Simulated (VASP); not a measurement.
# PtS2 (P6_3mc) in VASP: notebook

The runs below take PtS2 through single point, relaxation of cell and atoms, with PBEsol, r2SCAN+rVV10.

Program: VASP 6.6.1. These are calculated values, not measurements. Logs are shortened: lines on timing, memory, paths and dates and some standing lists are left out, and cuts for length are marked.

## Step 1: The cell of the first run

It takes space group P6_3mc (No. 186, hexagonal). Conventional cell: a = 3.546 Å, b = 3.546 Å, c = 10.576 Å, α = 90.00°, β = 90.00°, γ = 120.00°. Pt (site symmetry 3m) has 6 S at 2.38 Å within 3.1 Å. S (site symmetry 3m) has 3 Pt at 2.38 Å and 3 S at 3.17 Å within 3.2 Å. Within 3.2 Å of S (site symmetry 3m) lie 3 Pt at 2.38 Å and 3 S at 3.17 Å.

## Step 2: Single point, PBEsol

The input, INCAR:

```
PREC = Accurate
ENCUT = 520
EDIFF = 1E-6
ISMEAR = -1
SIGMA = 0.03
LREAL = F
LASPH = T
NELM = 80
ALGO = Normal
ISIF = 2
LWAVE = F
LCHARG = T
GGA = PS
LELF = T
LVHAR = T
NBANDS = 31
```

The input, KPOINTS:

```
Automatic mesh
0
Gamma
  9 9 2
```

The input, POSCAR:

```
PtS2
1.0
    3.5458946499      0.0000000000      0.0000000000
   -1.7729473249      3.0708348459      0.0000000000
    0.0000000000      0.0000000000     10.5757687262
Pt S
2 4
Direct
    0.3333333333      0.6666666667      0.6251156939
    0.6666666667      0.3333333333      0.1251156939
    0.6666666667      0.3333333333      0.7395774444
    0.3333333333      0.6666666667      0.2395774444
    0.0000000000      0.0000000000      0.0103088617
    0.0000000000      0.0000000000      0.5103088617
```

Potentials or basis: VASP PAW PBE potentials, release 64 (Pt, S).

On the command line:

```
$ cat potpaw_PBE.64/Pt/POTCAR potpaw_PBE.64/S/POTCAR > POTCAR
$ mpirun -np 1 vasp_std > vasp.out
```

OUTCAR:

```text
PREC = Accurate
   ENCUT = 520
   EDIFF = 1E-6
   ISMEAR = -1
   LREAL = F
   LASPH = T
   NELM = 80
   ISIF = 2
   GGA = PS

 ion  position               nearest neighbor table
   1  0.333  0.667  0.625-   3 2.38   3 2.38   3 2.38   6 2.38   6 2.38   6 2.38
   2  0.667  0.333  0.125-   4 2.38   4 2.38   4 2.38   5 2.38   5 2.38   5 2.38
   3  0.667  0.333  0.740-   1 2.38   1 2.38   1 2.38
   4  0.333  0.667  0.240-   2 2.38   2 2.38   2 2.38
   5  0.000  0.000  0.010-   2 2.38   2 2.38   2 2.38
   6  0.000  0.000  0.510-   1 2.38   1 2.38   1 2.38

  LATTYP: Found a hexagonal cell.
 ALAT       =     3.5458946499
 C/A-ratio  =     2.9825388993

  Lattice vectors:

 A1 = (   3.5458946499,   0.0000000000,   0.0000000000)
 A2 = (  -1.7729473249,   3.0708348459,   0.0000000000)
 A3 = (   0.0000000000,   0.0000000000,  10.5757687262)

Analysis of symmetry for initial positions (statically):
=====================================================================
 Subroutine PRICEL returns:
 Original cell was already a primitive cell.

 Routine SETGRP: Setting up the symmetry group for a
 hexagonal supercell.

 Subroutine GETGRP returns: Found 12 space group operations
 (whereof  6 operations were pure point group operations)
 out of a pool of 24 trial point group operations.

The static configuration has the point symmetry C_3v.
 The point group associated with its full space group is C_6v.

Analysis of symmetry for dynamics (positions and initial velocities):
=====================================================================
 Subroutine PRICEL returns:
 Original cell was already a primitive cell.

 Routine SETGRP: Setting up the symmetry group for a
 hexagonal supercell.

 Subroutine GETGRP returns: Found 12 space group operations
 (whereof  6 operations were pure point group operations)
 out of a pool of 24 trial point group operations.

The dynamic configuration has the point symmetry C_3v.
 The point group associated with its full space group is C_6v.

 Subroutine INISYM returns: Found 12 space group operations
 (whereof  6 operations are pure point group operations),
 and found     1 'primitive' translations

----------------------------------------------------------------------------------------

[... 98 lines left out ...]
   NELM   =     80;   NELMIN=  2; NELMDL= -5     # of ELM steps
   EDIFF  = 0.1E-05   stopping-criterion for ELM
   LREAL  =      F    real-space projection
   EDIFFG = 0.1E-04   stopping-criterion for IOM
   NSW    =      0    number of steps for IOM
   IBRION =     -1    ionic relax: 0-MD 1-quasi-New 2-CG
   NFREE  =      0    steps in history (QN), initial steepest desc. (CG)
   ISIF   =      2    stress and relaxation
   ISYM   =      2    0-nonsym 1-usesym 2-fastsym
   POTIM  = 0.5000    time-step for ionic-motion
   TEBEG  =    0.0;   TEEND  =   0.0 temperature during run
   PSTRESS=    0.0 pullay stress
   NELECT =      44.0000    total number of electrons
   NUPDOWN=      -1.0000    fix difference up-down
   EMIN   =  10.00;   EMAX   =-10.00  energy-range for DOS
   EFERMI =   0.00;   METHOD = LEGACY
   ISMEAR =    -1;   SIGMA  =   0.03  broadening in eV -4-tet -1-fermi 0-gaus
   EFERMI_NEDOS =   21; number of points for ismear=-14 and -15
   IALGO  =     38    algorithm
   IMIX   =      4    mixing-type and parameters
     AMIX     =   0.40;   BMIX     =  1.00
     AMIX_MAG =   1.60;   BMIX_MAG =  1.00
  volume/ion in A,a.u.               =      19.19       129.52
  Fermi-wavevector in a.u.,A,eV,Ry     =   1.187939  2.244880 19.200544  1.411200
  Thomas-Fermi vector in A             =   2.324080
   LORBIT       =      0    0 simple, 1 ext, 2 COOP (PROOUT), +10 PAW based schemes
   GGA     = PS    functional components
   LHFCALC =     F    Hartree Fock is set to
   AEXX    =    0.0000 exact exchange contribution
   IVDW    =     0    specifies the selected vdW correction
   LEPSILON=     F    determine dielectric tensor
   LRPA    =     F    only Hartree local field effects (RPA)
 non-spin polarized calculation
  energy-cutoff  :      520.00
  volume of cell :      115.16
 maximum number of plane-waves:      3147
 NGX is ok and might be reduce to    28
   NGX = 13   NGY = 13   NGZ = 39

 number of electron      44.0000004 magnetization

 Free energy of the ion-electron system (eV)
  ---------------------------------------------------
  ext. energy  EPLUGINS =         0.00000000
  ---------------------------------------------------
  free energy    TOTEN  =       -33.96477237 eV

  energy without entropy =      -33.96477236  energy(sigma->0) =      -33.96477236

 E-fermi :   6.3290     XC(G=0): -10.5056

 val. band max:        5.8309829302   @ k =   0.1111  -0.0000   0.0000
 cond. band min:       6.8231329842   @ k =   0.2222   0.0000   0.0000
 fundamental gap:      0.9921500540
 Fermi energy:         6.3289963054

 k-point     1 :       0.0000    0.0000    0.0000
  band No.  band energies     occupation
      1      -9.1287      2.00000
      2      -8.8826      2.00000
      3      -6.9142      2.00000
      4      -6.3478      2.00000
      5      -0.7259      2.00000
      6      -0.5584      2.00000
[... 805 lines left out ...]
     30      13.9979      0.00000
     31      14.5703      0.00000

------------------------ aborting loop because EDIFF is reached ----------------------------------------

  FORCE on cell =-STRESS in cart. coord.  units (eV):
  Direction    XX          YY          ZZ          XY          YZ          ZX
  --------------------------------------------------------------------------------------
  -------------------------------------------------------------------------------------
  Total       -0.2601131     -0.2601131     -0.1459750     -0.0000000      0.0000000      0.0000000
  in kB       -3.6189162     -3.6189162     -2.0309293     -0.0000000      0.0000000      0.0000000
  external PRESSURE =      -3.0895872 kB  Pullay stress =       0.0000000 kB

 VOLUME and BASIS-vectors are now :
 -----------------------------------------------------------------------------
  energy-cutoff  :      520.00
  volume of cell :      115.16
      direct lattice vectors                 reciprocal lattice vectors
     3.545894650  0.000000000  0.000000000     0.282016275  0.162822172  0.000000000
    -1.772947325  3.070834846  0.000000000     0.000000000  0.325644344  0.000000000
     0.000000000  0.000000000 10.575768726     0.000000000  0.000000000  0.094555774

 POSITION                                       TOTAL-FORCE (eV/Angst)
 -----------------------------------------------------------------------------------
     -0.00000      2.04722      6.61108        -0.000000     -0.000000     -0.000490
      1.77295      1.02361      1.32319         0.000000      0.000000     -0.000490
      1.77295      1.02361      7.82160         0.000000     -0.000000     -0.025082
     -0.00000      2.04722      2.53372         0.000000      0.000000     -0.025082
      0.00000      0.00000      0.10902         0.000000     -0.000000      0.025572
      0.00000      0.00000      5.39691         0.000000     -0.000000      0.025572
 -----------------------------------------------------------------------------------
    total drift:                                0.000000      0.000000      0.000435

  FREE ENERGIE OF THE ION-ELECTRON SYSTEM (eV)
  ---------------------------------------------------
  free  energy   TOTEN  =       -33.9647723662 eV

  energy  without entropy=      -33.9647723602  energy(sigma->0) =      -33.96477236
```

It took 3.6 min on 1 thread of Intel Xeon 8259CL, shared host; peak memory 0.27 GiB.

What came out:

```
Free energy            : -33.9648 eV
Pressure               : -0.3 GPa
Largest force          : 0.026 eV/Å
Band gap on the k mesh : 0.99 eV (least direct gap 1.06 eV)
```

Forces in eV/Å, atoms in the order of the input:
```
Pt   0.000  0.000  0.000
Pt   0.000  0.000  0.000
S    0.000  0.000 -0.025
S    0.000  0.000 -0.025
S    0.000  0.000  0.026
S    0.000  0.000  0.026
```

Caveat: the PAW data sets were made with another functional, which shifts forces and pressure a little; spin-orbit coupling is left out, which moves the levels of the heavy elements; an odd mesh through Γ misses points on the zone boundary, where band edges can lie; this functional lacks dispersion, which binds the layers, so the pressure and a relaxed spacing across them are unreliable.

## Step 3: Single point, r2SCAN+rVV10

This run uses another cell than the first one, of 19.30 Å³/atom.

The input, POSCAR:

```
PtS2
1.0
    3.5378661544      0.0000000000      0.0000000000
   -1.7689330772      3.0638819649      0.0000000000
    0.0000000000      0.0000000000     10.6845889232
Pt S
2 4
Direct
    0.3333333333      0.6666666667      0.6251582888
    0.6666666667      0.3333333333      0.1251582888
    0.6666666667      0.3333333333      0.7406402412
    0.3333333333      0.6666666667      0.2406402412
    0.0000000000      0.0000000000      0.0092034700
    0.0000000000      0.0000000000      0.5092034700
```

The input, INCAR.step1:

```
PREC = Accurate
ENCUT = 520
ISMEAR = -1
SIGMA = 0.03
LREAL = False
LASPH = True
NELM = 80
NBANDS = 31
GGA = PE
ALGO = Normal
EDIFF = 1E-4
LWAVE = True
LCHARG = False
```

The input, INCAR.step2:

```
PREC = Accurate
ENCUT = 520
EDIFF = 1E-6
ISMEAR = -1
SIGMA = 0.03
LREAL = False
LASPH = True
NELM = 80
ALGO = Normal
ISIF = 2
LWAVE = False
LCHARG = False
METAGGA = R2SCAN
LMIXTAU = True
LUSE_VDW = True
IVDW_NL = 2
BPARAM = 11.95
CPARAM = 0.0093
NBANDS = 31
ISTART = 1
```

The input, KPOINTS:

```
regular mesh
0
Gamma
  12 12 2
```

Potentials or basis: VASP PAW PBE potentials, release 64 (Pt, S).

On the command line:

```
$ cat potpaw_PBE.64/Pt/POTCAR potpaw_PBE.64/S/POTCAR > POTCAR
$ cp INCAR.step1 INCAR
$ mpirun -np 1 vasp_std > vasp.out
$ cp INCAR.step2 INCAR
$ mpirun -np 1 vasp_std > vasp.out
```

Wall time 20 min (1 thread of Intel Xeon 8259CL, shared host); peak memory 0.56 GiB.

Results (log left out):

```yaml
Free_energy: -136.8164 eV
Pressure: 0.2 GPa
Largest_force: 0.016 eV/Å
Band_gap_on_the_k_mesh: 1.09 eV (least direct gap 1.26 eV)
```

Forces in eV/Å, atoms in the order of the input:
```
Pt   0.000  0.000 -0.001
Pt   0.000  0.000 -0.001
S    0.000  0.000  0.016
S    0.000  0.000  0.016
S    0.000  0.000 -0.015
S    0.000  0.000 -0.015
```

Stress tensor (GPa, compression positive):
```
0.23 0.00 0.00
0.00 0.23 0.00
0.00 0.00 0.10
```

Levels at points of the mesh, in eV from the valence-band top:
```
           k point  band 18  band 19  band 20  band 21  band 22  band 23  band 24  band 25  band 26  band 27
(0.00, 0.00, 0.00)    -0.98    -0.98    -0.79    -0.79    -0.02     2.70     2.70     2.98     2.98     5.63
(0.50, 0.00, 0.00)    -2.55    -2.49    -2.42    -2.25    -1.85     2.31     2.38     2.70     2.91     4.86
(0.00, 0.00, 0.50)    -0.89    -0.89    -0.89    -0.59    -0.59     2.84     2.84     2.84     2.84     5.84
(0.50, 0.00, 0.50)    -2.69    -2.43    -2.43    -2.01    -2.01     2.42     2.42     2.60     2.60     5.49
```

Caveat: the PAW data sets were made with another functional, which shifts forces and pressure a little; spin-orbit coupling is left out, which moves the levels of the heavy elements.

## Step 4: Relaxation of cell and atoms, PBEsol

This run uses another cell than the first one, of 20.35 Å³/atom.

The input, INCAR:

```
SYSTEM = PtS2
PREC = Accurate
ENCUT = 600
EDIFF = 1E-6
ISMEAR = -1
SIGMA = 0.03
LREAL = .False.
LASPH = .True.
NELM = 60
ALGO = Normal
ISIF = 3
LWAVE = .False.
LCHARG = .False.
GGA = PS
IBRION = 2
NSW = 100
EDIFFG = -0.01
```

The input, KPOINTS:

```
regular mesh
0
Gamma
  9 9 2
  0 0 0
```

The input, POSCAR:

```
PtS2
1.0
    3.4759448200      0.0000000000      0.0000000000
   -1.7379724100      3.0102565200      0.0000000000
    0.0000000000      0.0000000000     11.6679246900
Pt S
2 4
Direct
    0.3333333300      0.6666666700      0.6250100700
    0.6666666700      0.3333333300      0.1250100700
    0.6666666700      0.3333333300      0.7434041200
    0.3333333300      0.6666666700      0.2434041200
    0.0000000000      0.0000000000      0.0065878100
    0.0000000000      0.0000000000      0.5065878100
```

On the command line:

```
$ cat potpaw_PBE.64/Pt/POTCAR potpaw_PBE.64/S/POTCAR > POTCAR
$ mpirun -np 1 vasp_std > vasp.out
```

Wall time 34 min (1 thread of Intel Xeon 8259CL, shared host); peak memory 0.33 GiB.

Results (log left out):

```
Free energy                           : -33.9661 eV
Relaxed volume                        : 19.22 Å³/atom
Relaxed cell                          : a = 3.543 Å, b = 3.543 Å, c = 10.608 Å, α = 90.00°, β = 90.00°, γ = 120.00°
Space group after relaxing (to 0.1 Å) : P6_3mc (No. 186)
Energy gained by relaxing             : 81.0 meV/atom
Ionic steps                           : 25
Pressure after relaxing               : 0.0 GPa
Largest force after relaxing          : 0.005 eV/Å
Band gap on the k mesh                : 1.01 eV (least direct gap 1.07 eV)
```

Forces in eV/Å, atoms in the order of the input:
```
Pt   0.000  0.000  0.005
Pt   0.000  0.000  0.005
S    0.000  0.000  0.000
S    0.000  0.000  0.000
S    0.000  0.000 -0.005
S    0.000  0.000 -0.005
```

Step by step:
```tsv
step	energy change (eV)	largest force (eV/Å)	pressure (GPa)	volume (Å³)
1	0.0000	1.5627	-6.92	122.09
2	0.1533	1.5244	18.04	107.14
3	-0.3109	0.3575	2.30	114.97
4	-0.4580	0.1942	0.32	117.08
5	-0.4816	0.1009	-0.85	118.32
6	-0.4816	0.1065	-0.79	118.25
7	-0.4795	0.1846	1.17	116.85
8	-0.4837	0.0290	0.00	117.67
9	-0.4839	0.0233	-0.01	117.62
10	-0.4840	0.0424	-0.08	117.52
11	-0.4841	0.0429	-0.05	117.46
12	-0.4844	0.0436	-0.04	117.28
13	-0.4847	0.0475	0.03	116.91
14	-0.4850	0.0673	0.16	116.18
15	-0.4851	0.0595	0.13	116.12
16	-0.4853	0.0408	-0.05	115.97
17	-0.4852	0.0279	-0.34	115.67
18	-0.4854	0.0299	-0.12	115.88
19	-0.4855	0.0241	-0.09	115.77
20	-0.4857	0.0130	0.00	115.45
21	-0.4857	0.0140	0.06	115.32
22	-0.4857	0.0141	0.03	115.37
23	-0.4857	0.0138	0.02	115.35
24	-0.4857	0.0139	0.03	115.34
25	-0.4858	0.0054	0.02	115.34
```

Final structure:
```
Pt S
1.0
     3.54341    0.00000    0.00000
    -1.77170    3.06868    0.00000
     0.00000    0.00000   10.60777
Pt S
2 4
Direct
  0.33333 0.66667 0.62509
  0.66667 0.33333 0.12509
  0.66667 0.33333 0.73918
  0.33333 0.66667 0.23918
  0.00000 0.00000 0.01073
  0.00000 0.00000 0.51073
```

Levels at points of the mesh, in eV from the valence-band top:
| k point | band 20 | band 21 | band 22 | band 23 | band 24 | band 25 |
| --- | --- | --- | --- | --- | --- | --- |
| (0.00, 0.00, 0.00) | -0.82 | -0.82 | -0.06 | 2.56 | 2.56 | 2.83 |
| (0.00, 0.00, 0.50) | -0.91 | -0.60 | -0.60 | 2.70 | 2.70 | 2.70 |

Caveat: the PAW data sets were made with another functional, which shifts forces and pressure a little; spin-orbit coupling is left out, which moves the levels of the heavy elements; an odd mesh through Γ misses points on the zone boundary, where band edges can lie; this functional lacks dispersion, which binds the layers, so the pressure and a relaxed spacing across them are unreliable.

## Step 5: Single point, r2SCAN+rVV10

This run uses another cell than the first one, of 19.30 Å³/atom.

The input, POSCAR:

```
PtS2
1.0
    3.5378661544      0.0000000000      0.0000000000
   -1.7689330772      3.0638819649      0.0000000000
    0.0000000000      0.0000000000     10.6845889232
Pt S
2 4
Direct
    0.3333333333      0.6666666667      0.6251582888
    0.6666666667      0.3333333333      0.1251582888
    0.6666666667      0.3333333333      0.7406402412
    0.3333333333      0.6666666667      0.2406402412
    0.0000000000      0.0000000000      0.0092034700
    0.0000000000      0.0000000000      0.5092034700
```

The input, INCAR.step1:

```
PREC = Accurate
ENCUT = 520
ISMEAR = -1
SIGMA = 0.03
LREAL = F
LASPH = T
NELM = 80
NBANDS = 31
GGA = PE
ALGO = Normal
EDIFF = 1E-4
LWAVE = T
LCHARG = F
```

The input, INCAR.step2:

```
PREC = Accurate
ENCUT = 520
EDIFF = 1E-7
ISMEAR = -1
SIGMA = 0.03
LREAL = F
LASPH = T
NELM = 80
ALGO = Normal
ISIF = 2
LWAVE = F
LCHARG = F
METAGGA = R2SCAN
LMIXTAU = T
LUSE_VDW = T
IVDW_NL = 2
BPARAM = 11.95
CPARAM = 0.0093
NBANDS = 31
ISTART = 1
```

The input, KPOINTS:

```
Automatic mesh
0
Gamma
  12 12 4
```

On the command line:

```
$ cat potpaw_PBE.64/Pt/POTCAR potpaw_PBE.64/S/POTCAR > POTCAR
$ cp INCAR.step1 INCAR
$ mpirun -np 1 vasp_std > vasp.out
$ cp INCAR.step2 INCAR
$ mpirun -np 1 vasp_std > vasp.out
```

It took 30 min on 1 thread of Intel Xeon 8259CL, shared host; peak memory 0.6 GiB.

The run converged. Its results:

| Item | Value |
| --- | --- |
| Free energy | -136.8166 eV |
| Pressure | 0.2 GPa |
| Largest force | 0.016 eV/Å |
| Band gap on the k mesh | 1.09 eV (least direct gap 1.26 eV) |

Forces on the atoms (eV/Å):
```
Pt   0.000  0.000 -0.001
Pt   0.000  0.000 -0.001
S    0.000  0.000  0.016
S    0.000  0.000  0.016
S    0.000  0.000 -0.015
S    0.000  0.000 -0.015
```

Stress tensor (GPa, compression positive):
```
0.23 0.00 0.00
0.00 0.23 0.00
0.00 0.00 0.10
```

Levels at points of the mesh, in eV from the valence-band top:
```
           k point  band 20  band 21  band 22  band 23  band 24  band 25
(0.00, 0.00, 0.00)    -0.79    -0.79    -0.02     2.70     2.70     2.98
(0.50, 0.00, 0.00)    -2.42    -2.25    -1.85     2.31     2.38     2.70
(0.00, 0.00, 0.50)    -0.89    -0.59    -0.59     2.84     2.84     2.84
(0.50, 0.00, 0.50)    -2.43    -2.01    -2.01     2.42     2.42     2.60
```

Caveat: the PAW data sets were made with another functional, which shifts forces and pressure a little; spin-orbit coupling is left out, which moves the levels of the heavy elements.

## Step 6: Summary

| task | level | cell | k mesh | cutoff (eV) | gap on the mesh (eV) | pressure (GPa) | largest force (eV/Å) |
| --- | --- | --- | --- | --- | --- | --- | --- |
| single point | PBEsol | a = 3.546, b = 3.546, c = 10.576 Å, angles 90.0, 90.0, 120.0°, 6 atoms, atomic positions A | 9 × 9 × 2 | 520 | 0.99 | -0.3 | 0.03 |
| single point | r2SCAN+rVV10 | a = 3.538, b = 3.538, c = 10.685 Å, angles 90.0, 90.0, 120.0°, 6 atoms, atomic positions B | 12 × 12 × 2 | 520 | 1.09 | 0.2 | 0.02 |
| relaxation of cell and atoms | PBEsol | relaxed from a = 3.476, b = 3.476, c = 11.668 Å, angles 90.0, 90.0, 120.0°, 6 atoms, atomic positions C | 9 × 9 × 2 | 600 | 1.01 | 0.0 | 0.01 |
| single point | r2SCAN+rVV10 | a = 3.538, b = 3.538, c = 10.685 Å, angles 90.0, 90.0, 120.0°, 6 atoms, atomic positions B | 12 × 12 × 4 | 520 | 1.09 | 0.2 | 0.02 |

Alike in all rows: potentials or basis VASP PAW PBE potentials, release 64 (Pt, S); no spin polarisation; smearing fermi-dirac 0.03 eV.

Caveats: the PAW data sets were made with another functional, which shifts forces and pressure a little; spin-orbit coupling is left out, which moves the levels of the heavy elements; an odd mesh through Γ misses points on the zone boundary, where band edges can lie (at least some runs); this functional lacks dispersion, which binds the layers, so the pressure and a relaxed spacing across them are unreliable (at least some runs).

Total energies depend on the potentials used, so only differences within one code and one set of settings carry meaning.
